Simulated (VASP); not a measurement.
# Ag (P6_3/mmc) in VASP: notebook

Aim: see how the results for Ag move with the level of theory and the settings. Levels: PBE, r2SCAN. Tasks: relaxation of cell and atoms, single point.

Everything below comes from runs of VASP 6.6.1. Logs are shortened: lines on timing, memory, paths and dates and some standing lists are left out, and cuts for length are marked.

**1. The cell of the first run**

Symmetry: P6_3/mmc, No. 194, hexagonal system. Conventional cell: a = 2.930 Å, b = 2.930 Å, c = 4.790 Å, α = 90.00°, β = 90.00°, γ = 120.00°. Within 3.9 Å of Ag (site symmetry -6m2) lie 12 Ag at 2.93 Å.

**2. Relaxation of cell and atoms, PBE**

Input file INCAR:

```
PREC = Accurate ; ENCUT = 600
EDIFF = 1E-6 ; ISMEAR = 0
SIGMA = 0.1 ; LREAL = F
LASPH = T ; NELM = 100
ALGO = Normal ; ISIF = 3
LWAVE = F ; LCHARG = F
GGA = PE ; IBRION = 2
NSW = 100 ; EDIFFG = -0.005
```

Input file KPOINTS:

```
Automatic mesh
0
Gamma
  18 18 10
```

Input file POSCAR:

```
Ag
1.0
    2.9300000000      0.0000000000      0.0000000000
   -1.4650000000      2.5374544331      0.0000000000
    0.0000000000      0.0000000000      4.7900000000
Ag
2
Direct
    0.3333333333      0.6666666667      0.2500000000
    0.6666666667      0.3333333333      0.7500000000
```

Potentials or basis: VASP PAW PBE potentials, release 64 (Ag).

The run is started by

```sh
> cat potpaw_PBE.64/Ag/POTCAR > POTCAR
> mpirun -np 1 vasp_std > vasp.out
```

OUTCAR:

```text
PREC = Accurate
   ENCUT = 600
   EDIFF = 1E-6
   ISMEAR = 0
   LREAL = F
   LASPH = T
   NELM = 100
   ISIF = 3
   GGA = PE
   IBRION = 2
   NSW = 100
   EDIFFG = -0.005

 ion  position               nearest neighbor table
   1  0.333  0.667  0.250-   2 2.93   2 2.93   2 2.93   2 2.93   2 2.93   2 2.93
   2  0.667  0.333  0.750-   1 2.93   1 2.93   1 2.93   1 2.93   1 2.93   1 2.93

  LATTYP: Found a hexagonal cell.
 ALAT       =     2.9300000000
 C/A-ratio  =     1.6348122867

  Lattice vectors:

 A1 = (   2.9300000000,   0.0000000000,   0.0000000000)
 A2 = (  -1.4650000000,   2.5374544331,   0.0000000000)
 A3 = (   0.0000000000,   0.0000000000,   4.7900000000)

Analysis of symmetry for initial positions (statically):
=====================================================================
 Subroutine PRICEL returns:
 Original cell was already a primitive cell.

 Routine SETGRP: Setting up the symmetry group for a
 hexagonal supercell.

 Subroutine GETGRP returns: Found 24 space group operations
 (whereof 12 operations were pure point group operations)
 out of a pool of 24 trial point group operations.

The static configuration has the point symmetry D_3d.
 The point group associated with its full space group is D_6h.

Analysis of symmetry for dynamics (positions and initial velocities):
=====================================================================
 Subroutine PRICEL returns:
 Original cell was already a primitive cell.

 Routine SETGRP: Setting up the symmetry group for a
 hexagonal supercell.

 Subroutine GETGRP returns: Found 24 space group operations
 (whereof 12 operations were pure point group operations)
 out of a pool of 24 trial point group operations.

The dynamic configuration has the point symmetry D_3d.
 The point group associated with its full space group is D_6h.

 Subroutine INISYM returns: Found 24 space group operations
 (whereof 12 operations are pure point group operations),
 and found     1 'primitive' translations

----------------------------------------------------------------------------------------

                                     Primitive cell

  volume of cell :      35.6124

  direct lattice vectors                    reciprocal lattice vectors
     2.930000000  0.000000000  0.000000000     0.341296928  0.197047873  0.000000000
    -1.465000000  2.537454433  0.000000000     0.000000000  0.394095747  0.000000000
     0.000000000  0.000000000  4.790000000     0.000000000  0.000000000  0.208768267
[... 101 lines left out ...]
   IALGO  =     38    algorithm
   IMIX   =      4    mixing-type and parameters
     AMIX     =   0.40;   BMIX     =  1.00
     AMIX_MAG =   1.60;   BMIX_MAG =  1.00
  volume/ion in A,a.u.               =      17.81       120.16
  Fermi-wavevector in a.u.,A,eV,Ry     =   1.394275  2.634799 26.449782  1.944004
  Thomas-Fermi vector in A             =   2.517840
   LORBIT       =      0    0 simple, 1 ext, 2 COOP (PROOUT), +10 PAW based schemes
   GGA     = PE    functional components
   LHFCALC =     F    Hartree Fock is set to
   AEXX    =    0.0000 exact exchange contribution
   IVDW    =     0    specifies the selected vdW correction
   LEPSILON=     F    determine dielectric tensor
   LRPA    =     F    only Hartree local field effects (RPA)
 conjugate gradient relaxation of ions
 non-spin polarized calculation
 Gauss-broadening in eV      SIGMA  =   0.10
  energy-cutoff  :      600.00
  volume of cell :       35.61
 maximum number of plane-waves:      1204
 NGX is ok and might be reduce to    24
   NGX = 11   NGY = 11   NGZ = 19

--------------------------------------- Ionic step        1  -------------------------------------------

 number of electron      22.0000005 magnetization

 Free energy of the ion-electron system (eV)
  ---------------------------------------------------
  ext. energy  EPLUGINS =         0.00000000
  ---------------------------------------------------
  free energy    TOTEN  =        -5.42672353 eV

  energy without entropy =       -5.42266523  energy(sigma->0) =       -5.42469438

------------------------ aborting loop because EDIFF is reached ----------------------------------------

  FORCE on cell =-STRESS in cart. coord.  units (eV):
  Direction    XX          YY          ZZ          XY          YZ          ZX
  --------------------------------------------------------------------------------------
  -------------------------------------------------------------------------------------
  Total        0.0615779      0.0615779      0.0718285      0.0000000      0.0000000     -0.0000000
  in kB        2.7703456      2.7703456      3.2315159      0.0000000      0.0000000     -0.0000000
  external PRESSURE =       2.9240691 kB  Pullay stress =       0.0000000 kB
[... 131 lines left out ...]
--------------------------------------- Ionic step        5  -------------------------------------------

 number of electron      22.0000005 magnetization

 Free energy of the ion-electron system (eV)
  ---------------------------------------------------
  ext. energy  EPLUGINS =         0.00000000
  ---------------------------------------------------
  free energy    TOTEN  =        -5.42682537 eV

  energy without entropy =       -5.42277582  energy(sigma->0) =       -5.42480060

 E-fermi :   7.7909     XC(G=0): -11.9341

 val. band max:        7.7647510335   @ k =   0.0556  -0.0000   0.0000
 cond. band min:       7.7948068152   @ k =   0.4444   0.0556   0.2000
 fundamental gap:      0.0300557816
 Fermi energy:         7.7909434807

 k-point     1 :       0.0000    0.0000    0.0000
  band No.  band energies     occupation
      1       0.3695      2.00000
      2       1.6863      2.00000
      3       3.1512      2.00000
      4       3.2449      2.00000
      5       3.2449      2.00000
      6       3.4628      2.00000
      7       3.4628      2.00000
      8       3.7890      2.00000
      9       3.7890      2.00000
     10       4.7210      2.00000
     11       4.7210      2.00000
     12       7.5216      1.99986
     13      11.1346      0.00000
     14      23.3307      0.00000
[... 401 lines left out ...]
      2       2.1367      2.00000
      3       2.2291      2.00000
      4       3.1342      2.00000
      5       3.4624      2.00000
      6       3.6398      2.00000
      7       3.7491      2.00000
      8       4.7116      2.00000
      9       4.8331      2.00000
     10       4.8572      2.00000
     11       7.4397      2.00000
     12      10.5228      0.00000
     13      14.2480      0.00000
     14      14.6181      0.00000
     15      16.6023      0.00000

 [... further k-points ...]
[... 5 lines left out ...]
  --------------------------------------------------------------------------------------
  -------------------------------------------------------------------------------------
  Total        0.0002728      0.0002728      0.0088910      0.0000000      0.0000000      0.0000000
  in kB        0.0122358      0.0122358      0.3988295      0.0000000      0.0000000      0.0000000
  external PRESSURE =       0.1411004 kB  Pullay stress =       0.0000000 kB
[... 17 lines left out ...]
  FREE ENERGIE OF THE ION-ELECTRON SYSTEM (eV)
  ---------------------------------------------------
  free  energy   TOTEN  =        -5.4268253737 eV

  energy  without entropy=       -5.4227758240  energy(sigma->0) =       -5.42480060

 reached required accuracy - stopping structural energy minimisation
```

CONTCAR:

```text
Ag
   1.00000000000000
     2.9327135704043252    0.0000000000000000   -0.0000000000000000
    -1.4663567852021626    2.5398044540051359    0.0000000000000000
     0.0000000000000000    0.0000000000000000    4.7951746541326239
  Ag
     2
Direct
     0.3333333332999970    0.6666666667000030    0.2500000000000000
     0.6666666667000030    0.3333333332999970    0.7500000000000000

  0.00000000E+00  0.00000000E+00  0.00000000E+00
  0.00000000E+00  0.00000000E+00  0.00000000E+00
```

Run time: 2.3 min. Hardware: 1 thread of Intel Xeon 6975P-C, shared host; peak memory 0.26 GiB.

Results:

* Free energy: -5.4268 eV
* Relaxed volume: 17.86 Å³/atom
* Relaxed cell: a = 2.933 Å, b = 2.933 Å, c = 4.795 Å, α = 90.00°, β = 90.00°, γ = 120.00°
* Space group after relaxing (to 0.05 Å): P6_3/mmc (No. 194)
* Energy gained by relaxing: 0.1 meV/atom
* Ionic steps: 5
* Pressure after relaxing: 0.0 GPa
* Band gap on the k mesh: zero (band 11 reaches 11.78 eV, above the bottom of band 12 at 4.43 eV)

Step by step:
```tsv
step	energy change (eV)	largest force (eV/Å)	pressure (GPa)	volume (Å³)
1	0.0000	0.0000	0.29	35.61
2	-0.0001	0.0000	-0.12	35.78
3	-0.0001	0.0000	-0.05	35.72
4	-0.0001	0.0000	0.06	35.71
5	-0.0001	0.0000	0.01	35.72
```

Final structure:
```
CELL_PARAMETERS angstrom
2.93271 0.00000 0.00000
-1.46636 2.53980 0.00000
0.00000 0.00000 4.79517
ATOMIC_POSITIONS crystal
Ag 0.33333 0.66667 0.25000
Ag 0.66667 0.33333 0.75000
```

**3. Single point, r2SCAN (functional r2SCAN, strained)**

Input file POSCAR:

```
Ag
1.0
    2.8901794065      0.0000000000      0.0000000000
   -1.4450897032      2.5029687875      0.0000000000
    0.0000000000      0.0000000000      4.7249039000
Ag
2
Direct
    0.3333333333      0.6666666667      0.2500000000
    0.6666666667      0.3333333333      0.7500000000
```

Input file INCAR.step1:

```
  ALGO = Normal
  EDIFF = 1E-4
  ENCUT = 520
  GGA = PE
  ISMEAR = 0
  LASPH = T
  LCHARG = F
  LREAL = F
  LWAVE = T
  NBANDS = 18
  NELM = 60
  PREC = Accurate
  SIGMA = 0.1
```

Input file INCAR.step2:

```
  ALGO = Normal
  EDIFF = 1E-7
  ENCUT = 520
  ISIF = 2
  ISMEAR = 0
  ISTART = 1
  LASPH = T
  LCHARG = T
  LELF = T
  LMIXTAU = T
  LREAL = F
  LVHAR = T
  LWAVE = F
  METAGGA = R2SCAN
  NBANDS = 18
  NELM = 60
  PREC = Accurate
  SIGMA = 0.1
```

Input file KPOINTS:

```
k-points
0
Gamma
  18 18 10
```

Potentials or basis: VASP PAW PBE potentials, release 64 (Ag).

The run is started by

```sh
> cat potpaw_PBE.64/Ag/POTCAR > POTCAR
> cp INCAR.step1 INCAR
> mpirun -np 1 vasp_std > vasp.out
> cp INCAR.step2 INCAR
> mpirun -np 1 vasp_std > vasp.out
```

Run time: 5.1 min. Hardware: 1 thread of Intel Xeon 6975P-C, shared host; peak memory 0.25 GiB.

The run converged. Its results:

```
Free energy            : -42.7032 eV
Pressure               : 1.6 GPa
Band gap on the k mesh : zero (band 11 reaches 12.65 eV, above the bottom of band 12 at 4.66 eV)
```

Levels at points of the mesh, in eV from the Fermi level:
```tsv
k point	band 9	band 10	band 11	band 12	band 13	band 14
(0.00, 0.00, 0.00)	-4.43	-3.40	-3.40	-0.32	3.69	16.31
(0.50, 0.00, 0.00)	-3.21	-3.12	0.14	1.60	7.20	7.44
(0.00, 0.00, 0.50)	-3.72	-3.72	-3.72	-3.72	11.53	11.53
(0.50, 0.00, 0.50)	-3.18	-3.18	0.86	0.86	4.75	4.75
```

Caveat: the cell differs from its parent crystal (functional r2SCAN, strained); the PAW data sets were made with another functional, which shifts forces and pressure a little.

**4. Single point, PBE**

This run uses another cell than the first one, of 17.89 Å³/atom, 1.005 times its volume.

Input file INCAR:

```
SYSTEM = Ag
  PREC = Accurate
  ENCUT = 520
  EDIFF = 1E-7
  ISMEAR = 0
  SIGMA = 0.1
  LREAL = .False.
  LASPH = .True.
  NELM = 80
  ALGO = Fast
  ISIF = 2
  LWAVE = .False.
  LCHARG = .True.
  GGA = PE
  LELF = .True.
  LVHAR = .True.
  NBANDS = 18
```

Input file KPOINTS:

```
regular mesh
0
Gamma
  12 12 7
  0 0 0
```

Input file POSCAR:

```
Ag
1.0
    2.9341770114      0.0000000000      0.0000000000
   -1.4670885057      2.5410718311      0.0000000000
    0.0000000000      0.0000000000      4.7990779197
Ag
2
Direct
    0.3333333333      0.6666666667      0.2500000000
    0.6666666667      0.3333333333      0.7500000000
```

The run is started by

```sh
> cat potpaw_PBE.64/Ag/POTCAR > POTCAR
> mpirun -np 1 vasp_std > vasp.out
```

It took 37 s on 1 thread of Intel Xeon Platinum 8259CL at 2.50GHz (Skylake/Cascade Lake), shared host; peak memory 0.18 GiB.

The run converged. Its results:

* Free energy: -5.4191 eV
* Pressure: 0.1 GPa
* Band gap on the k mesh: zero (band 11 reaches 11.66 eV, above the bottom of band 12 at 4.50 eV)

Stress tensor (GPa, compression positive):
```
 0.53  0.00  0.00
 0.00  0.53  0.00
 0.00  0.00 -0.78
```

Levels at points of the mesh, in eV from the Fermi level:
```csv
k point,band 7,band 8,band 9,band 10,band 11,band 12,band 13,band 14,band 15,band 16
"(0.00, 0.00, 0.00)",-4.33,-4.01,-4.01,-3.08,-3.08,-0.29,3.31,15.52,17.35,17.65
"(0.50, 0.00, 0.00)",-3.71,-2.96,-2.91,-2.83,0.12,1.44,6.67,6.93,8.97,10.08
```

**5. The runs side by side**

```csv
task,level,cell,k mesh,cutoff (eV),gap on the mesh (eV),pressure (GPa)
relaxation of cell and atoms,PBE,"relaxed from a = 2.930, b = 2.930, c = 4.790 Å, angles 90.0, 90.0, 120.0°, 2 atoms",18 × 18 × 10,600,none,0.0
single point,r2SCAN,"a = 2.890, b = 2.890, c = 4.725 Å, angles 90.0, 90.0, 120.0°, 2 atoms",18 × 18 × 10,520,none,1.6
single point,PBE,"a = 2.934, b = 2.934, c = 4.799 Å, angles 90.0, 90.0, 120.0°, 2 atoms",12 × 12 × 7,520,none,0.1
```

Alike in all rows: potentials or basis VASP PAW PBE potentials, release 64 (Ag); no spin polarisation; smearing gaussian 0.1 eV.

Caveats: the PAW data sets were made with another functional, which shifts forces and pressure a little (some runs).

Absolute energies hang on the potentials; compare differences alone.
